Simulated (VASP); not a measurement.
Runs of VASP 6.6.1 on InP. The structure is that of space group P6_3/mmc (No. 194), or close to it. The cells are those of the table. The cell was built from a structure type or drawn by symmetry, and may not be a known phase.

```csv
task,cell,k mesh,cutoff (eV),gap on the mesh (eV),pressure (GPa),relaxed volume (Å³/atom)
single point,"a = 3.957, b = 3.957, c = 6.481 Å, angles 90.0, 90.0, 120.0°, 4 atoms",12 × 12 × 8,520,none,-0.1,-
relaxation of cell and atoms,"relaxed from a = 4.006, b = 4.006, c = 5.306 Å, angles 90.0, 90.0, 120.0°, 4 atoms",6 × 6 × 4,600,none,-0.1,22.62
single point,"a = 4.228, b = 4.228, c = 5.831 Å, angles 90.0, 90.0, 120.0°, 4 atoms",6 × 6 × 4,520,none,0.0,-
relaxation of cell and atoms,"relaxed from a = 4.228, b = 4.228, c = 5.831 Å, angles 90.0, 90.0, 120.0°, 4 atoms",12 × 12 × 8,600,none,0.0,(a)
single point,"a = 4.006, b = 4.006, c = 5.306 Å, angles 90.0, 90.0, 120.0°, 4 atoms",6 × 6 × 4,520,none,19.5,-
```

Alike in all rows: level PBE; potentials or basis VASP PAW PBE potentials, release 64 (In_d, P); no spin polarisation; smearing gaussian 0.1 eV.

Problem. Estimate the missing entries.

Solution. (a) 21.99.

Caveats: spin-orbit coupling is left out, which moves the levels of the heavy elements; the volume moved by over 15 % at a fixed basis, so the end points are rough (at least some runs); the cell stands under pressure (at least some runs).

A k mesh can miss the band edges, and the runs leave out spin-orbit coupling on In.

A gap of «none» marks levels without a gap at the run's occupations.
